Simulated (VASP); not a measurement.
# SiC in VASP: single point with PBEsol

Aim: the single point of SiC with PBEsol.

Program: VASP 6.6.1. These are calculated values, not measurements. Logs are shortened: lines on timing, memory, paths and dates and some standing lists are left out, and cuts for length are marked.

## Step 1: The cell of the first run

The cell holds a sheet with vacuum, 2 atoms: a = 3.095 Å, b = 3.095 Å, c = 16.000 Å, α = 90.00°, β = 90.00°, γ = 120.00°.

## Step 2: Single point, PBEsol

The input, INCAR:

```
  ALGO = Normal
  DIPOL = 0.5 0.5 0.500
  EDIFF = 1E-6
  ENCUT = 520
  GGA = PS
  GGA_COMPAT = F
  IDIPOL = 3
  ISIF = 2
  ISMEAR = 0
  LASPH = T
  LCHARG = F
  LDIPOL = T
  LREAL = F
  LWAVE = F
  NBANDS = 11
  NELM = 120
  NELMDL = -8
  PREC = Accurate
  SIGMA = 0.03
```

The input, KPOINTS:

```
k-points
0
Gamma
  12 12 1
```

The input, POSCAR:

```
SiC
1.0
    3.0949281061      0.0000000000      0.0000000000
   -1.5474640531      2.6802863628      0.0000000000
    0.0000000000      0.0000000000     16.0000000000
Si C
1 1
Direct
    0.3333333333      0.6666666667      0.5000000000
    0.6666666667      0.3333333333      0.5000000000
```

Potentials or basis: VASP PAW PBE potentials, release 64 (Si, C).

The run is started by

```sh
cat potpaw_PBE.64/Si/POTCAR potpaw_PBE.64/C/POTCAR > POTCAR
mpirun -np 1 vasp_std > vasp.out
```

OUTCAR:

```text
EDIFF = 1E-6
   ENCUT = 520
   GGA = PS
   ISIF = 2
   ISMEAR = 0
   LASPH = T
   LREAL = F
   NELM = 120
   NELMDL = -8
   PREC = Accurate

 ion  position               nearest neighbor table
   1  0.333  0.667  0.500-   2 1.79   2 1.79   2 1.79
   2  0.667  0.333  0.500-   1 1.79   1 1.79   1 1.79

  LATTYP: Found a hexagonal cell.
 ALAT       =     3.0949281061
 C/A-ratio  =     5.1697485213

  Lattice vectors:

 A1 = (   3.0949281061,   0.0000000000,   0.0000000000)
 A2 = (  -1.5474640531,   2.6802863628,   0.0000000000)
 A3 = (   0.0000000000,   0.0000000000,  16.0000000000)

Analysis of symmetry for initial positions (statically):
=====================================================================
 Subroutine PRICEL returns:
 Original cell was already a primitive cell.

 Routine SETGRP: Setting up the symmetry group for a
 hexagonal supercell.

 Subroutine GETGRP returns: Found 12 space group operations
 (whereof 12 operations were pure point group operations)
 out of a pool of 24 trial point group operations.

The static configuration has the point symmetry D_3h.

Analysis of symmetry for dynamics (positions and initial velocities):
=====================================================================
 Subroutine PRICEL returns:
 Original cell was already a primitive cell.

 Routine SETGRP: Setting up the symmetry group for a
 hexagonal supercell.

 Subroutine GETGRP returns: Found 12 space group operations
 (whereof 12 operations were pure point group operations)
 out of a pool of 24 trial point group operations.

The dynamic configuration has the point symmetry D_3h.

 Subroutine INISYM returns: Found 12 space group operations
 (whereof 12 operations are pure point group operations),
 and found     1 'primitive' translations

----------------------------------------------------------------------------------------

                                     Primitive cell

  volume of cell :     132.7247

  direct lattice vectors                    reciprocal lattice vectors
     3.094928106  0.000000000  0.000000000     0.323109283  0.186547231  0.000000000
    -1.547464053  2.680286363  0.000000000     0.000000000  0.373094463  0.000000000
     0.000000000  0.000000000 16.000000000     0.000000000  0.000000000  0.062500000

  length of vectors
     3.094928106  3.094928106 16.000000000     0.373094463  0.373094463  0.062500000

  position of ions in fractional coordinates (direct lattice)
     0.333333333  0.666666667  0.500000000
     0.666666667  0.333333333  0.500000000

  ion indices of the primitive-cell ions
   primitive index   ion index
                 1           1
                 2           2

----------------------------------------------------------------------------------------

 KPOINTS: k-points

Automatic generation of k-mesh.
 Grid dimensions read from file:
 generate k-points for:   12   12    1

 Generating k-lattice:

  Cartesian coordinates                     Fractional coordinates (reciprocal lattice)
     0.026925774  0.015545603  0.000000000     0.083333333  0.000000000  0.000000000
     0.000000000  0.031091205  0.000000000     0.000000000  0.083333333  0.000000000
     0.000000000  0.000000000  0.062500000     0.000000000  0.000000000  1.000000000

  Length of vectors
     0.031091205  0.031091205  0.062500000

  Shift w.r.t. Gamma in fractional coordinates (k-lattice)
     0.000000000  0.000000000  0.000000000

 Subroutine IBZKPT returns following result:
 ===========================================

 Found     19 irreducible k-points:

 Following reciprocal coordinates:
            Coordinates               Weight
  0.000000  0.000000  0.000000      1.000000
  0.083333  0.000000  0.000000      6.000000
  0.166667  0.000000  0.000000      6.000000
  0.250000  0.000000  0.000000      6.000000
  0.333333  0.000000  0.000000      6.000000
  0.416667  0.000000  0.000000      6.000000
[... 11 lines left out ...]
  0.333333  0.250000  0.000000     12.000000
  0.333333  0.333333  0.000000      2.000000
   k-points           NKPTS =     19   k-points in BZ     NKDIM =     19   number of bands    NBANDS=     11
   number of dos      NEDOS =    301   number of ions     NIONS =      2
   total plane-waves  NPLWV =  69120
   dimension x,y,z NGX =    24 NGY =   24 NGZ =  120
   dimension x,y,z NGXF=    48 NGYF=   48 NGZF=  240
   ions per type =               1   1
   NGX,Y,Z   is equivalent  to a cutoff of  12.89, 12.89, 12.47 a.u.
   NGXF,Y,Z  is equivalent  to a cutoff of  25.78, 25.78, 24.94 a.u.
 SYSTEM =  unknown system
   PREC   = accura    normal or accurate (medium, high low for compatibility)
   ISTART =      0    job   : 0-new  1-cont  2-samecut
   ICHARG =      2    charge: 1-file 2-atom 10-const
   ISPIN  =      1    spin polarized calculation?
   LNONCOLLINEAR =      F non collinear calculations
   LSORBIT =      F    spin-orbit coupling
   LASPH  =      T    aspherical Exc in radial PAW
   ENCUT  =  520.0 eV  38.22 Ry    6.18 a.u.   5.75  5.75 29.75*2*pi/ulx,y,z
   NELM   =    120;   NELMIN=  2; NELMDL= -8     # of ELM steps
   EDIFF  = 0.1E-05   stopping-criterion for ELM
   LREAL  =      F    real-space projection
   EDIFFG = 0.1E-04   stopping-criterion for IOM
   NSW    =      0    number of steps for IOM
   IBRION =     -1    ionic relax: 0-MD 1-quasi-New 2-CG
   NFREE  =      0    steps in history (QN), initial steepest desc. (CG)
   ISIF   =      2    stress and relaxation
   ISYM   =      2    0-nonsym 1-usesym 2-fastsym
   POTIM  = 0.5000    time-step for ionic-motion
   TEBEG  =    0.0;   TEEND  =   0.0 temperature during run
   PSTRESS=    0.0 pullay stress
   NELECT =       8.0000    total number of electrons
   NUPDOWN=      -1.0000    fix difference up-down
   EMIN   =  10.00;   EMAX   =-10.00  energy-range for DOS
   EFERMI =   0.00;   METHOD = LEGACY
   ISMEAR =     0;   SIGMA  =   0.03  broadening in eV -4-tet -1-fermi 0-gaus
   EFERMI_NEDOS =   21; number of points for ismear=-14 and -15
   IALGO  =     38    algorithm
   IMIX   =      4    mixing-type and parameters
     AMIX     =   0.40;   BMIX     =  1.00
     AMIX_MAG =   1.60;   BMIX_MAG =  1.00
  volume/ion in A,a.u.               =      66.36       447.84
  Fermi-wavevector in a.u.,A,eV,Ry     =   0.641881  1.212978  5.605746  0.412011
  Thomas-Fermi vector in A             =   1.708366
   LORBIT       =      0    0 simple, 1 ext, 2 COOP (PROOUT), +10 PAW based schemes
   GGA     = PS    functional components
   LHFCALC =     F    Hartree Fock is set to
   AEXX    =    0.0000 exact exchange contribution
   IVDW    =     0    specifies the selected vdW correction
   LEPSILON=     F    determine dielectric tensor
   LRPA    =     F    only Hartree local field effects (RPA)
 non-spin polarized calculation
 Gauss-broadening in eV      SIGMA  =   0.03
  energy-cutoff  :      520.00
  volume of cell :      132.72
 maximum number of plane-waves:      3585
 NGX is ok and might be reduce to    24
   NGX = 11   NGY = 11   NGZ = 59

 dipolmoment           0.000000      0.000000      0.000000 electrons x Angstroem

 number of electron       8.0000001 magnetization

 dipolmoment           0.000000      0.000000     -0.000000 electrons x Angstroem

 Free energy of the ion-electron system (eV)
  ---------------------------------------------------
  ext. energy  EPLUGINS =         0.00000000
  ---------------------------------------------------
  free energy    TOTEN  =       -14.69754588 eV

  energy without entropy =      -14.69754588  energy(sigma->0) =      -14.69754588

 E-fermi :  -2.8415     XC(G=0):  -2.7051

 val. band max:       -3.0432300905   @ k =   0.3333   0.3333   0.0000
 cond. band min:      -0.5394555929   @ k =   0.5000   0.0000   0.0000
 fundamental gap:      2.5037744976
 Fermi energy:        -2.8414905328

 k-point     1 :       0.0000    0.0000    0.0000
  band No.  band energies     occupation
      1     -16.7052      2.00000
      2      -6.8352      2.00000
      3      -4.3480      2.00000
      4      -4.3480      2.00000
      5       0.0842      0.00000
      6       1.8896      0.00000
      7       2.1652      0.00000
      8       3.3455      0.00000
      9       3.9396      0.00000
     10       4.4221      0.00000
     11       4.4221      0.00000

 k-point     2 :       0.0833    0.0000    0.0000
  band No.  band energies     occupation
      1     -16.5905      2.00000
      2      -6.7152      2.00000
      3      -4.8500      2.00000
      4      -4.4850      2.00000
      5       0.2748      0.00000
      6       2.0159      0.00000
      7       2.3209      0.00000
      8       3.4959      0.00000
      9       4.0154      0.00000
     10       4.1989      0.00000
     11       4.7847      0.00000

 k-point     3 :       0.1667    0.0000    0.0000
  band No.  band energies     occupation
      1     -16.2503      2.00000
      2      -6.3588      2.00000
      3      -6.0545      2.00000
      4      -4.8240      2.00000
      5       0.7094      0.00000
      6       2.3588      0.00000
      7       2.6847      0.00000
      8       3.2759      0.00000
      9       4.0452      0.00000
     10       4.4730      0.00000
     11       5.5019      0.00000

 k-point     4 :       0.2500    0.0000    0.0000
  band No.  band energies     occupation
      1     -15.6980      2.00000
      2      -7.5345      2.00000
      3      -5.7803      2.00000
      4      -5.2242      2.00000
      5       1.1210      0.00000
      6       2.4656      0.00000
      7       2.6511      0.00000
      8       3.6443      0.00000
      9       3.7170      0.00000
     10       5.2761      0.00000
     11       5.6794      0.00000

 k-point     5 :       0.3333    0.0000    0.0000
  band No.  band energies     occupation
      1     -14.9688      2.00000
      2      -9.0286      2.00000
      3      -5.5726      2.00000
      4      -5.0186      2.00000
      5       1.0796      0.00000
      6       1.3481      0.00000
      7       3.0973      0.00000
      8       4.3673      0.00000
      9       4.6204      0.00000
     10       6.2386      0.00000
     11       6.4551      0.00000
[... 141 lines left out ...]
 k-point    16 :       0.4167    0.1667    0.0000
  band No.  band energies     occupation
      1     -13.4916      2.00000
      2     -10.6634      2.00000
      3      -7.3187      2.00000
      4      -3.4760      2.00000
      5      -0.4477      0.00000
      6       2.5275      0.00000
      7       5.0808      0.00000
      8       5.2121      0.00000
      9       6.6633      0.00000
     10       7.5588      0.00000
     11       7.7510      0.00000

 k-point    17 :       0.2500    0.2500    0.0000
  band No.  band energies     occupation
      1     -13.9578      2.00000
      2      -9.7204      2.00000
      3      -7.7166      2.00000
      4      -3.9508      2.00000
      5       0.3468      0.00000
      6       3.2602      0.00000
      7       4.4981      0.00000
      8       4.7159      0.00000
      9       5.9732      0.00000
     10       6.1628      0.00000
     11       6.8086      0.00000

 k-point    18 :       0.3333    0.2500    0.0000
  band No.  band energies     occupation
      1     -13.3628      2.00000
      2     -10.3046      2.00000
      3      -8.2357      2.00000
      4      -3.3146      2.00000
      5      -0.3325      0.00000
      6       3.6925      0.00000
      7       4.2014      0.00000
      8       5.2810      0.00000
      9       7.0769      0.00000
     10       7.4308      0.00000
     11       7.8512      0.00000

 k-point    19 :       0.3333    0.3333    0.0000
  band No.  band energies     occupation
      1     -13.1261      2.00000
      2     -10.2921      2.00000
      3      -8.7329      2.00000
      4      -3.0432      2.00000
      5      -0.5094      0.00000
      6       3.7854      0.00000
      7       4.1897      0.00000
      8       5.6969      0.00000
      9       7.5819      0.00000
     10       8.5779      0.00000
     11       8.5877      0.00000

------------------------ aborting loop because EDIFF is reached ----------------------------------------

 vacuum level on the upper side and lower side of the slab       (xc-potential included)        -0.157        -0.157

  FORCE on cell =-STRESS in cart. coord.  units (eV):
  Direction    XX          YY          ZZ          XY          YZ          ZX
  --------------------------------------------------------------------------------------
  -------------------------------------------------------------------------------------
  Total       -0.3112339     -0.3112339     -0.0052294      0.0000000      0.0000000      0.0000000
  in kB       -3.7570390     -3.7570390     -0.0631266      0.0000000      0.0000000      0.0000000
  external PRESSURE =      -2.5257348 kB  Pullay stress =       0.0000000 kB

 VOLUME and BASIS-vectors are now :
 -----------------------------------------------------------------------------
  energy-cutoff  :      520.00
  volume of cell :      132.72
      direct lattice vectors                 reciprocal lattice vectors
     3.094928106  0.000000000  0.000000000     0.323109283  0.186547231  0.000000000
    -1.547464053  2.680286363  0.000000000     0.000000000  0.373094463  0.000000000
     0.000000000  0.000000000 16.000000000     0.000000000  0.000000000  0.062500000

 POSITION                                       TOTAL-FORCE (eV/Angst)
 -----------------------------------------------------------------------------------
     -0.00000      1.78686      8.00000         0.000000      0.000000      0.000000
      1.54746      0.89343      8.00000        -0.000000      0.000000      0.000000
 -----------------------------------------------------------------------------------
    total drift:                                0.000000     -0.000000      0.000000

  FREE ENERGIE OF THE ION-ELECTRON SYSTEM (eV)
  ---------------------------------------------------
  free  energy   TOTEN  =       -14.6975458764 eV

  energy  without entropy=      -14.6975458764  energy(sigma->0) =      -14.69754588

 vacuum level on the upper side and lower side of the slab         1.973         1.973
```

Run time: 30 s. Hardware: 1 thread of Intel Xeon Platinum 8488C (Sapphire Rapids), shared host; peak memory 0.24 GiB.

What came out:

```
Free energy            : -14.6975 eV
Band gap on the k mesh : 2.50 eV (least direct gap 2.53 eV)
```

Levels at points of the mesh, in eV from the valence-band top:
```
           k point  band 1  band 2  band 3  band 4  band 5  band 6  band 7  band 8
(0.00, 0.00, 0.00)  -13.66   -3.79   -1.30   -1.30    3.13    4.93    5.21    6.39
(0.50, 0.00, 0.00)  -10.68   -7.89   -2.84   -0.70    2.50    3.79    8.03    9.23
```

Caveat: the PAW data sets were made with another functional, which shifts forces and pressure a little.
